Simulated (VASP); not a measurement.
# Si2Mo (P6_222) in VASP: notebook

Aim: see how the results for Si2Mo move with the level of theory and the settings. Levels: LDA, PBE, PBEsol+U, r2SCAN. Tasks: single point, relaxation of cell and atoms.

Everything below comes from runs of VASP 6.6.1. Logs are shortened: lines on timing, memory, paths and dates and some standing lists are left out, and cuts for length are marked.

**1. The cell of the first run**

The structure is hexagonal, space group P6_222 (No. 180). Conventional cell: a = 4.551 Å, b = 4.551 Å, c = 6.531 Å, α = 90.00°, β = 90.00°, γ = 120.00°. Within 3.4 Å of Mo (site symmetry 222) lie 10 Si at 2.55 to 2.65 Å and 4 Mo at 3.15 Å. Within 3.3 Å of Si (site symmetry 2) lie 9 Si at 2.53 to 3.17 Å and 5 Mo at 2.55 to 2.65 Å.

**2. Single point, LDA**

Input file INCAR:

```
PREC     = Accurate       # precision mode
ENCUT    = 520            # plane-wave cutoff, eV
EDIFF    = 1E-7           # SCF threshold, eV
ISMEAR   = -1             # smearing method
SIGMA    = 0.05           # smearing width, eV
LREAL    = F              # projectors in reciprocal space
LASPH    = T              # aspherical terms in the spheres
NELM     = 60             # most SCF steps
ALGO     = Normal         # electronic algorithm
ISIF     = 2              # what is computed and relaxed
LWAVE    = F              # write WAVECAR
LCHARG   = F              # write CHGCAR
NBANDS   = 43             # bands
```

Input file KPOINTS:

```
Automatic mesh
0
Gamma
  7 7 4
```

Input file POSCAR:

```
Si2Mo
1.0
    4.5508702000      0.0000000000      0.0000000000
   -2.2754351000      3.9411692025      0.0000000000
    0.0000000000      0.0000000000      6.5305993290
Mo Si
3 6
Direct
    0.5000000000      0.5000000000      0.8333333333
    0.0000000000      0.5000000000      0.1666666667
    0.5000000000      0.0000000000      0.5000000000
    0.1642214399      0.3284428798      0.5000000000
    0.6715571202      0.8357785601      0.1666666667
    0.8357785601      0.1642214399      0.8333333333
    0.8357785601      0.6715571202      0.5000000000
    0.3284428798      0.1642214399      0.1666666667
    0.1642214399      0.8357785601      0.8333333333
```

Potentials or basis: VASP PAW LDA potentials, release 64 (Mo_sv, Si).

Launch:

```bash
$ cat potpaw_LDA.64/Mo_sv/POTCAR potpaw_LDA.64/Si/POTCAR > POTCAR
$ mpirun -np 1 vasp_std > vasp.out
```

OUTCAR:

```text
PREC = Accurate
   ENCUT = 520
   EDIFF = 1E-7
   ISMEAR = -1
   LREAL = F
   LASPH = T
   NELM = 60
   ISIF = 2

 ion  position               nearest neighbor table
   1  0.500  0.500  0.833-   4 2.55   7 2.55   5 2.55   8 2.55   6 2.62   9 2.62   9 2.62   6 2.62
                             6 2.65   9 2.65   3 3.15   3 3.15   2 3.15   2 3.15
   2  0.000  0.500  0.167-   4 2.55   7 2.55   6 2.55   9 2.55   8 2.62   5 2.62   5 2.62   8 2.62
                             5 2.65   8 2.65   3 3.15   3 3.15   1 3.15   1 3.15
   3  0.500  0.000  0.500-   5 2.55   8 2.55   6 2.55   9 2.55   4 2.62   7 2.62   7 2.62   4 2.62
                             4 2.65   7 2.65   1 3.15   1 3.15   2 3.15   2 3.15
   4  0.164  0.328  0.500-   6 2.53   8 2.53   2 2.55   1 2.55   7 2.59   3 2.62   3 2.62   3 2.65
                             7 2.65   7 2.65   5 3.12   9 3.12
   5  0.672  0.836  0.167-   7 2.53   6 2.53   3 2.55   1 2.55   8 2.59   2 2.62   2 2.62   2 2.65
                             8 2.65   8 2.65   4 3.12   9 3.12
   6  0.836  0.164  0.833-   4 2.53   5 2.53   3 2.55   2 2.55   9 2.59   1 2.62   1 2.62   1 2.65
                             9 2.65   9 2.65   7 3.12   8 3.12
   7  0.836  0.672  0.500-   9 2.53   5 2.53   2 2.55   1 2.55   4 2.59   3 2.62   3 2.62   3 2.65
                             4 2.65   4 2.65   8 3.12   6 3.12
   8  0.328  0.164  0.167-   4 2.53   9 2.53   3 2.55   1 2.55   5 2.59   2 2.62   2 2.62   2 2.65
                             5 2.65   5 2.65   7 3.12   6 3.12
   9  0.164  0.836  0.833-   7 2.53   8 2.53   3 2.55   2 2.55   6 2.59   1 2.62   1 2.62   1 2.65
                             6 2.65   6 2.65   4 3.12   5 3.12

  LATTYP: Found a hexagonal cell.
 ALAT       =     4.5508702000
 C/A-ratio  =     1.4350221039

  Lattice vectors:

 A1 = (   4.5508702000,   0.0000000000,   0.0000000000)
 A2 = (  -2.2754351000,   3.9411692025,   0.0000000000)
 A3 = (   0.0000000000,   0.0000000000,   6.5305993290)

Analysis of symmetry for initial positions (statically):
=====================================================================
 Subroutine PRICEL returns:
 Original cell was already a primitive cell.

 Routine SETGRP: Setting up the symmetry group for a
 hexagonal supercell.

 Subroutine GETGRP returns: Found 12 space group operations
 (whereof  4 operations were pure point group operations)
 out of a pool of 24 trial point group operations.

The static configuration has the point symmetry D_2 .
 The point group associated with its full space group is D_6 .

Analysis of symmetry for dynamics (positions and initial velocities):
=====================================================================
 Subroutine PRICEL returns:
 Original cell was already a primitive cell.

 Routine SETGRP: Setting up the symmetry group for a
 hexagonal supercell.

 Subroutine GETGRP returns: Found 12 space group operations
 (whereof  4 operations were pure point group operations)
 out of a pool of 24 trial point group operations.

The dynamic configuration has the point symmetry D_2 .
 The point group associated with its full space group is D_6 .

 Subroutine INISYM returns: Found 12 space group operations
 (whereof  4 operations are pure point group operations),
 and found     1 'primitive' translations

----------------------------------------------------------------------------------------

                                     Primitive cell

  volume of cell :     117.1312

  direct lattice vectors                    reciprocal lattice vectors
     4.550870200  0.000000000  0.000000000     0.219738194  0.126865906  0.000000000
    -2.275435100  3.941169202  0.000000000     0.000000000  0.253731811  0.000000000
     0.000000000  0.000000000  6.530599329     0.000000000  0.000000000  0.153125303

  length of vectors
     4.550870200  4.550870200  6.530599329     0.253731811  0.253731811  0.153125303

  position of ions in fractional coordinates (direct lattice)
     0.500000000  0.500000000  0.833333333
     0.000000000  0.500000000  0.166666667
     0.500000000  0.000000000  0.500000000
     0.164221440  0.328442880  0.500000000
     0.671557120  0.835778560  0.166666667
     0.835778560  0.164221440  0.833333333
     0.835778560  0.671557120  0.500000000
     0.328442880  0.164221440  0.166666667
     0.164221440  0.835778560  0.833333333

  ion indices of the primitive-cell ions
   primitive index   ion index
                 1           1
                 2           2
                 3           3
                 4           4
                 5           5
                 6           6
                 7           7
                 8           8
                 9           9

----------------------------------------------------------------------------------------

 KPOINTS: Automatic mesh

Automatic generation of k-mesh.
 Grid dimensions read from file:
 generate k-points for:    7    7    4

 Generating k-lattice:

  Cartesian coordinates                     Fractional coordinates (reciprocal lattice)
     0.031391171  0.018123701  0.000000000     0.142857143  0.000000000  0.000000000
     0.000000000  0.036247402  0.000000000     0.000000000  0.142857143  0.000000000
     0.000000000  0.000000000  0.038281326     0.000000000  0.000000000  0.250000000

  Length of vectors
     0.036247402  0.036247402  0.038281326

  Shift w.r.t. Gamma in fractional coordinates (k-lattice)
     0.000000000  0.000000000  0.000000000

 Subroutine IBZKPT returns following result:
 ===========================================

 Found     24 irreducible k-points:

 Following reciprocal coordinates:
            Coordinates               Weight
  0.000000  0.000000  0.000000      1.000000
  0.142857  0.000000  0.000000      6.000000
  0.285714 -0.000000  0.000000      6.000000
  0.428571 -0.000000  0.000000      6.000000
  0.142857  0.142857  0.000000      6.000000
  0.285714  0.142857  0.000000     12.000000
[... 16 lines left out ...]
  0.428571  0.142857  0.500000      6.000000
  0.285714  0.285714  0.500000      6.000000
   k-points           NKPTS =     24   k-points in BZ     NKDIM =     24   number of bands    NBANDS=     43
   number of dos      NEDOS =    301   number of ions     NIONS =      9
   total plane-waves  NPLWV =  64800
   dimension x,y,z NGX =    36 NGY =   36 NGZ =   50
   dimension x,y,z NGXF=    72 NGYF=   72 NGZF=  100
   ions per type =               3   6
   NGX,Y,Z   is equivalent  to a cutoff of  13.15, 13.15, 12.73 a.u.
   NGXF,Y,Z  is equivalent  to a cutoff of  26.30, 26.30, 25.46 a.u.
 SYSTEM =  unknown system
   PREC   = accura    normal or accurate (medium, high low for compatibility)
   ISTART =      0    job   : 0-new  1-cont  2-samecut
   ICHARG =      2    charge: 1-file 2-atom 10-const
   ISPIN  =      1    spin polarized calculation?
   LNONCOLLINEAR =      F non collinear calculations
   LSORBIT =      F    spin-orbit coupling
   LASPH  =      T    aspherical Exc in radial PAW
   ENCUT  =  520.0 eV  38.22 Ry    6.18 a.u.   8.46  8.46 12.14*2*pi/ulx,y,z
   NELM   =     60;   NELMIN=  2; NELMDL= -5     # of ELM steps
   EDIFF  = 0.1E-06   stopping-criterion for ELM
   LREAL  =      F    real-space projection
   EDIFFG = 0.1E-05   stopping-criterion for IOM
   NSW    =      0    number of steps for IOM
   IBRION =     -1    ionic relax: 0-MD 1-quasi-New 2-CG
   NFREE  =      0    steps in history (QN), initial steepest desc. (CG)
   ISIF   =      2    stress and relaxation
   ISYM   =      2    0-nonsym 1-usesym 2-fastsym
   POTIM  = 0.5000    time-step for ionic-motion
   TEBEG  =    0.0;   TEEND  =   0.0 temperature during run
   PSTRESS=    0.0 pullay stress
   NELECT =      66.0000    total number of electrons
   NUPDOWN=      -1.0000    fix difference up-down
   EMIN   =  10.00;   EMAX   =-10.00  energy-range for DOS
   EFERMI =   0.00;   METHOD = LEGACY
   ISMEAR =    -1;   SIGMA  =   0.05  broadening in eV -4-tet -1-fermi 0-gaus
   EFERMI_NEDOS =   21; number of points for ismear=-14 and -15
   IALGO  =     38    algorithm
   IMIX   =      4    mixing-type and parameters
     AMIX     =   0.40;   BMIX     =  1.00
     AMIX_MAG =   1.60;   BMIX_MAG =  1.00
  volume/ion in A,a.u.               =      13.01        87.83
  Fermi-wavevector in a.u.,A,eV,Ry     =   1.352172  2.555235 24.876474  1.828369
  Thomas-Fermi vector in A             =   2.479533
   LORBIT       =      0    0 simple, 1 ext, 2 COOP (PROOUT), +10 PAW based schemes
   GGA     = CA    functional components
   LHFCALC =     F    Hartree Fock is set to
   AEXX    =    0.0000 exact exchange contribution
   IVDW    =     0    specifies the selected vdW correction
   LEPSILON=     F    determine dielectric tensor
   LRPA    =     F    only Hartree local field effects (RPA)
 non-spin polarized calculation
  energy-cutoff  :      520.00
  volume of cell :      117.13
 maximum number of plane-waves:      3192
 NGX is ok and might be reduce to    36
   NGX = 17   NGY = 17   NGZ = 25

 number of electron      65.9999994 magnetization

 Free energy of the ion-electron system (eV)
  ---------------------------------------------------
  ext. energy  EPLUGINS =         0.00000000
  ---------------------------------------------------
  free energy    TOTEN  =       -77.21138210 eV

  energy without entropy =      -77.20933195  energy(sigma->0) =      -77.21035702

 E-fermi :  13.2275     XC(G=0): -12.6923

 val. band max:       13.1079780974   @ k =   0.4286  -0.0000   0.5000
 cond. band min:      13.3447554546   @ k =   0.4286  -0.0000   0.0000
 fundamental gap:      0.2367773572
 Fermi energy:        13.2275033915

 k-point     1 :       0.0000    0.0000    0.0000
  band No.  band energies     occupation
      1     -47.5758      2.00000
      2     -47.5410      2.00000
      3     -47.5409      2.00000
      4     -22.0314      2.00000
      5     -22.0283      2.00000
      6     -22.0283      2.00000
[... 35 lines left out ...]
     42      16.2815      0.00000
     43      16.7125      0.00000
[... 1017 lines left out ...]
      3     -47.5434      2.00000
      4     -22.0829      2.00000
      5     -22.0694      2.00000
      6     -22.0630      2.00000
[... 35 lines left out ...]
     42      16.4983      0.00000
     43      16.5826      0.00000

------------------------ aborting loop because EDIFF is reached ----------------------------------------

  FORCE on cell =-STRESS in cart. coord.  units (eV):
  Direction    XX          YY          ZZ          XY          YZ          ZX
  --------------------------------------------------------------------------------------
  -------------------------------------------------------------------------------------
  Total        0.4681124      0.4681124      0.4958556      0.0000000      0.0000000      0.0000000
  in kB        6.4030687      6.4030687      6.7825543      0.0000000      0.0000000      0.0000000
  external PRESSURE =       6.5295639 kB  Pullay stress =       0.0000000 kB

 VOLUME and BASIS-vectors are now :
 -----------------------------------------------------------------------------
  energy-cutoff  :      520.00
  volume of cell :      117.13
      direct lattice vectors                 reciprocal lattice vectors
     4.550870200  0.000000000  0.000000000     0.219738194  0.126865906  0.000000000
    -2.275435100  3.941169202  0.000000000     0.000000000  0.253731811  0.000000000
     0.000000000  0.000000000  6.530599329     0.000000000  0.000000000  0.153125303

 POSITION                                       TOTAL-FORCE (eV/Angst)
 -----------------------------------------------------------------------------------
      1.13772      1.97058      5.44217         0.000000      0.000000      0.000000
     -1.13772      1.97058      1.08843         0.000000     -0.000000     -0.000000
      2.27544      0.00000      3.26530         0.000000     -0.000000      0.000000
     -0.00000      1.29445      3.26530         0.000000     -0.006240      0.000000
      1.15441      3.29394      1.08843         0.005404      0.003120     -0.000000
      3.42984      0.64722      5.44217         0.005404     -0.003120      0.000000
      2.27544      2.64672      3.26530         0.000000      0.006240      0.000000
      1.12103      0.64722      1.08843        -0.005404     -0.003120     -0.000000
     -1.15441      3.29394      5.44217        -0.005404      0.003120      0.000000
 -----------------------------------------------------------------------------------
    total drift:                               -0.000000     -0.000000      0.000001

  FREE ENERGIE OF THE ION-ELECTRON SYSTEM (eV)
  ---------------------------------------------------
  free  energy   TOTEN  =       -77.2113820953 eV

  energy  without entropy=      -77.2093319452  energy(sigma->0) =      -77.21035702
```

Wall time 100 s (1 thread of Intel Xeon Platinum 8488C (Sapphire Rapids), shared host); peak memory 0.24 GiB.

Results:

```yaml
Free_energy: -77.2114 eV
Pressure: 0.7 GPa
Largest_force: 0.006 eV/Å
Band_gap_on_the_k_mesh: 0.24 eV, indirect (least direct gap 0.62 eV)
```

Forces on the atoms (eV/Å):
```
Mo   0.000  0.000  0.000
Mo   0.000  0.000  0.000
Mo   0.000  0.000  0.000
Si   0.000 -0.006  0.000
Si   0.005  0.003  0.000
Si   0.005 -0.003  0.000
Si   0.000  0.006  0.000
Si  -0.005 -0.003  0.000
Si  -0.005  0.003  0.000
```

Levels at points of the mesh, in eV from the valence-band top:
```tsv
k point	band 31	band 32	band 33	band 34	band 35	band 36
(0.00, 0.00, 0.00)	-2.66	-2.01	-0.76	2.12	2.51	2.51
(0.00, 0.00, 0.50)	-1.95	-0.67	-0.67	2.01	2.44	2.44
```

A k mesh can miss the band edges.

**3. Single point, PBE**

This run uses another cell than the first one, of 13.53 Å³/atom, 1.040 times its volume.

Input file INCAR:

```
SYSTEM = Si2Mo
PREC     = Accurate       ! precision mode
ENCUT    = 520            ! plane-wave cutoff, eV
EDIFF    = 1E-6           ! SCF threshold, eV
ISMEAR   = -1             ! smearing method
SIGMA    = 0.05           ! smearing width, eV
LREAL    = .False.        ! projectors in reciprocal space
LASPH    = .True.         ! aspherical terms in the spheres
NELM     = 60             ! most SCF steps
ALGO     = Normal         ! electronic algorithm
ISIF     = 2              ! what is computed and relaxed
LWAVE    = .False.        ! write WAVECAR
LCHARG   = .True.         ! write CHGCAR
GGA      = PE             ! functional
LELF     = .True.         ! ELF
LVHAR    = .True.       
NBANDS   = 43             ! bands
```

Input file KPOINTS:

```
regular mesh
0
Gamma
  7 7 4
  0 0 0
```

Input file POSCAR:

```
Si2Mo
1.0
    4.6134038630      0.0000000000      0.0000000000
   -2.3067019315      3.9953249432      0.0000000000
    0.0000000000      0.0000000000      6.6085609917
Mo Si
3 6
Direct
    0.5000000000      0.5000000000      0.8333333333
    0.0000000000      0.5000000000      0.1666666667
    0.5000000000      0.0000000000      0.5000000000
    0.1639751253      0.3279502506      0.5000000000
    0.6720497494      0.8360248747      0.1666666667
    0.8360248747      0.1639751253      0.8333333333
    0.8360248747      0.6720497494      0.5000000000
    0.3279502506      0.1639751253      0.1666666667
    0.1639751253      0.8360248747      0.8333333333
```

Potentials or basis: VASP PAW PBE potentials, release 64 (Mo_sv, Si).

Launch:

```bash
$ cat potpaw_PBE.64/Mo_sv/POTCAR potpaw_PBE.64/Si/POTCAR > POTCAR
$ mpirun -np 1 vasp_std > vasp.out
```

Wall time 95 s (1 thread of Intel Xeon Platinum 8488C (Sapphire Rapids), shared host); peak memory 0.29 GiB.

Results (log left out):

* Free energy: -69.5395 eV
* Pressure: 0.2 GPa
* Largest force: 0.003 eV/Å
* Band gap on the k mesh: 0.27 eV, indirect (least direct gap 0.61 eV)

Forces on the atoms (eV/Å):
```
Mo   0.000  0.000  0.000
Mo   0.000  0.000  0.000
Mo   0.000  0.000  0.000
Si   0.000 -0.003  0.000
Si   0.003  0.002  0.000
Si   0.003 -0.002  0.000
Si   0.000  0.003  0.000
Si  -0.003 -0.002  0.000
Si  -0.003  0.002  0.000
```

Levels at points of the mesh, in eV from the valence-band top:
```tsv
k point	band 30	band 31	band 32	band 33	band 34	band 35	band 36	band 37
(0.00, 0.00, 0.00)	-2.89	-2.63	-1.99	-0.69	2.04	2.39	2.39	2.46
(0.00, 0.00, 0.50)	-2.21	-1.99	-0.61	-0.61	1.88	2.29	2.29	2.33
```

**4. Single point, PBEsol+U**

This run uses another cell than the first one, of 13.14 Å³/atom, 1.009 times its volume.

Input file INCAR:

```
SYSTEM = Si2Mo
  PREC = Accurate
  ENCUT = 520
  EDIFF = 1E-6
  ISMEAR = -1
  SIGMA = 0.05
  LREAL = .FALSE.
  LASPH = .TRUE.
  NELM = 150
  ALGO = Normal
  ISIF = 2
  LWAVE = .FALSE.
  LCHARG = .FALSE.
  LMAXMIX = 4
  LDAU = .TRUE.
  LDAUTYPE = 2
  LDAUL = 2 -1
  LDAUU = 6 0
  LDAUJ = 0 0
  LDAUPRINT = 1
  GGA = PS
  NBANDS = 43
```

Input file KPOINTS:

```
Automatic mesh
0
G
  5 5 3
  0 0 0
```

Input file POSCAR:

```
Si2Mo
1.0
    4.5668489772      0.0000000000      0.0000000000
   -2.2834244886      3.9550072295      0.0000000000
    0.0000000000      0.0000000000      6.5462247145
Mo Si
3 6
Direct
    0.5000000000      0.5000000000      0.8333333333
    0.0000000000      0.5000000000      0.1666666667
    0.5000000000      0.0000000000      0.5000000000
    0.1638376050      0.3276752100      0.5000000000
    0.6723247900      0.8361623950      0.1666666667
    0.8361623950      0.1638376050      0.8333333333
    0.8361623950      0.6723247900      0.5000000000
    0.3276752100      0.1638376050      0.1666666667
    0.1638376050      0.8361623950      0.8333333333
```

Launch:

```bash
$ cat potpaw_PBE.64/Mo_sv/POTCAR potpaw_PBE.64/Si/POTCAR > POTCAR
$ mpirun -np 1 vasp_std > vasp.out
```

Wall time 57 s (1 thread of Intel Xeon Platinum 8259CL at 2.50GHz (Skylake/Cascade Lake), shared host); peak memory 0.25 GiB.

Results (log left out):

```
Free energy            : -53.3426 eV
Pressure               : 5.6 GPa
Largest force          : 0.070 eV/Å
Band gap on the k mesh : 1.13 eV, indirect (least direct gap 1.45 eV)
```

Forces in eV/Å, atoms in the order of the input:
```
Mo   0.000  0.000  0.000
Mo   0.000  0.000  0.000
Mo   0.000  0.000  0.000
Si   0.000 -0.070  0.000
Si   0.061  0.035  0.000
Si   0.061 -0.035  0.000
Si   0.000  0.070  0.000
Si  -0.061 -0.035  0.000
Si  -0.061  0.035  0.000
```

Stress tensor (GPa, compression positive):
```
5.81 0.00 0.00
0.00 5.81 0.00
0.00 0.00 5.32
```

Levels at points of the mesh, in eV from the valence-band top:
| k point | band 29 | band 30 | band 31 | band 32 | band 33 | band 34 | band 35 | band 36 | band 37 | band 38 |
| --- | --- | --- | --- | --- | --- | --- | --- | --- | --- | --- |
| (0.00, 0.00, 0.00) | -2.25 | -2.25 | -2.06 | -1.60 | -0.58 | 2.98 | 2.98 | 3.15 | 3.25 | 3.25 |

Eigenvalues of the final occupation matrices:
```csv
site,spin,trace,eigenvalues
site 1 d,1,2.11,0.30 0.37 0.44 0.46 0.54
site 1 d,2,2.11,0.30 0.37 0.44 0.46 0.54
site 2 d,1,2.11,0.30 0.37 0.44 0.46 0.54
site 2 d,2,2.11,0.30 0.37 0.44 0.46 0.54
site 3 d,1,2.11,0.30 0.37 0.44 0.46 0.54
site 3 d,2,2.11,0.30 0.37 0.44 0.46 0.54
```

Caveat: the PAW data sets were made with another functional, which shifts forces and pressure a little; the U is typed as a test and isn't derived for this compound. A k mesh can miss the band edges.

(Part 1 of 2 ends here.)
